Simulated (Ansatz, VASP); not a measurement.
## One calculation of FeO, two programs

```
CELL_PARAMETERS angstrom
2.61247 0.00000 0.00000
0.00000 2.61247 0.00000
0.00000 0.00000 2.61247
ATOMIC_POSITIONS crystal
Fe 0.00000 0.00000 0.00000
O 0.50000 0.50000 0.50000
```

Alike in both runs: functional PBE-based screened hybrid with a share of 0.25 of exact exchange and HFSCREEN = 0.3; k mesh 5 × 5 × 5; occupations fermi-dirac, width 0.05 eV; collinear spin.

|  | VASP | Ansatz |
| --- | --- | --- |
| version | VASP 6.6.1 | Ansatz 0.2.0 |
| potentials or method | VASP PAW PBE potentials, release 64 (Fe, O) | Ansatz PAW |
| plane-wave cutoff (eV) | 520 | 420 |
| valence electrons in the cell | 14 | 22 |
| task | single point | band structure |

|  | VASP | Ansatz | Ansatz less VASP |
| --- | --- | --- | --- |
| gap on the k mesh at the Fermi level (eV) | none | none | - |
| pressure (GPa) | 1.9 | 1.4 | -0.54 |
| net moment per atom (μB) | 2.00 | 2.00 | 0.000 |
| size of the moment on the site where the two differ most (μB) | 3.62 | 3.59 | -0.027 |

VASP's potentials were made for PBE, not for PBE-based screened hybrid. Site moments also hang on the region over which each program counts them. A gap of «none» marks a metal or a gap that the smearing closes. VASP's potentials hold 14 valence electrons a cell and Ansatz's 22, so a difference there can come from the potentials and not from the codes.

The k mesh is coarse, so the values compare programs but aren't converged. Noted on Ansatz's run: the magnetic or orbital state may not be the lowest.
